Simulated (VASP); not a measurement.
A run of VASP 6.6.1:

File INCAR:

```
PREC = Accurate
ENCUT = 910
EDIFF = 1E-7
ISMEAR = 0
SIGMA = 0.1
LREAL = F
LASPH = T
NELM = 120
ALGO = Normal
ISIF = 3
LWAVE = F
LCHARG = F
GGA = PE
IBRION = 2
NSW = 90
EDIFFG = -0.04
GGA_COMPAT = F
NELMIN = 4
```

Contents of KPOINTS:

```
regular mesh
0
Gamma
  6 6 4
```

File POSCAR:

```
GeB2C3
1.0
    4.9328868300      0.0000000000      0.0000000000
   -2.4664434200      4.2720053100      0.0000000000
    0.0000000000      0.0000000000      4.1571377900
Ge B C
1 2 3
Direct
    0.0000000000      0.0000000000      0.0000000000
    0.3333333300      0.6666666700      0.5000000000
    0.6666666700      0.3333333300      0.5000000000
    0.0000000000      0.0000000000      0.5000000000
    0.3333333300      0.6666666700      0.0000000000
    0.6666666700      0.3333333300      0.0000000000
```

Potentials or basis: VASP PAW PBE potentials, release 64 (Ge_d, B_h, C_h).

Launch:

```sh
$ cat potpaw_PBE.64/Ge_d/POTCAR potpaw_PBE.64/B_h/POTCAR potpaw_PBE.64/C_h/POTCAR > POTCAR
$ mpirun -np 1 vasp_std > vasp.out
```

Hardware: 1 thread of Intel(R) Xeon(R) Platinum 8259CL CPU @ 2.50GHz (Skylake/Cascade Lake), on a shared host.

Task: How long does it take, and how much memory?

Result: Wall time 28 min on 1 thread of Intel(R) Xeon(R) Platinum 8259CL CPU @ 2.50GHz (Skylake/Cascade Lake) (shared host), peak memory 0.41 GiB. Counts: scf iterations 181, k points 21, ion steps 15.
